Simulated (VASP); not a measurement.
The system is Ga2BAs3.

```
Ga B As
1.0
     5.60819    0.00000    0.00000
    -2.80410    4.85684    0.00000
     0.00000    0.00000    4.21459
Ga B As
2 1 3
Cartesian
  0.0000 3.2379 0.0000
  2.8041 1.6189 0.0000
  0.0000 0.0000 0.0000
  2.8041 0.0000 2.1073
  -1.4020 2.4284 2.1073
  1.4020 2.4284 2.1073
```

```yaml
Program: VASP 6.6.1
Task: relaxation of cell and atoms
Functional: PBE
Potentials_or_basis: VASP PAW PBE potentials, release 64 (Ga_d, B, As)
Cutoff: 600 eV
k_mesh: 6 × 6 × 4
Occupations: gaussian, width 0.1 eV
Spin: no spin polarisation
```

At the start: pressure 7.0 GPa; volume 19.13 Å³/atom.

**Question.** How do energy, volume and symmetry change on relaxing?

**Answer.** Over 8 steps the energy falls by 107.1 meV/atom and the volume is 20.69 Å³/atom (+8.1 %); space group P6/mmm (No. 191, to 0.05 Å).

The path:
| step | energy change (eV) | largest force (eV/Å) | pressure (GPa) | volume (Å³) |
| --- | --- | --- | --- | --- |
| 1 | 0.0000 | 0.0000 | 6.96 | 114.80 |
| 2 | -0.3309 | 0.0000 | -0.66 | 129.12 |
| 3 | -0.3309 | 0.0000 | -0.83 | 129.47 |
| 4 | -0.4236 | 0.0000 | -1.20 | 129.26 |
| 5 | -0.6221 | 0.0000 | -1.61 | 128.09 |
| 6 | -0.6322 | 0.0000 | 1.00 | 121.72 |
| 7 | -0.6411 | 0.0000 | -0.12 | 124.25 |
| 8 | -0.6428 | 0.0000 | -0.05 | 124.11 |

Final structure:
```yaml
crystal:
  lattice:
    - [5.45390, 0.00000, 0.00000]
    - [-2.72695, 4.72322, 0.00000]
    - [0.00000, 0.00000, 4.81812]
  atoms:
    - { symbol: Ga, position: [0.33333, 0.66667, 0.00000] }
    - { symbol: Ga, position: [0.66667, 0.33333, 0.00000] }
    - { symbol: B, position: [0.00000, 0.00000, 0.00000] }
    - { symbol: As, position: [0.50000, 0.00000, 0.50000] }
    - { symbol: As, position: [0.00000, 0.50000, 0.50000] }
    - { symbol: As, position: [0.50000, 0.50000, 0.50000] }
```

Caveat: the k points lie up to 0.33 Å⁻¹ apart in the final cell.
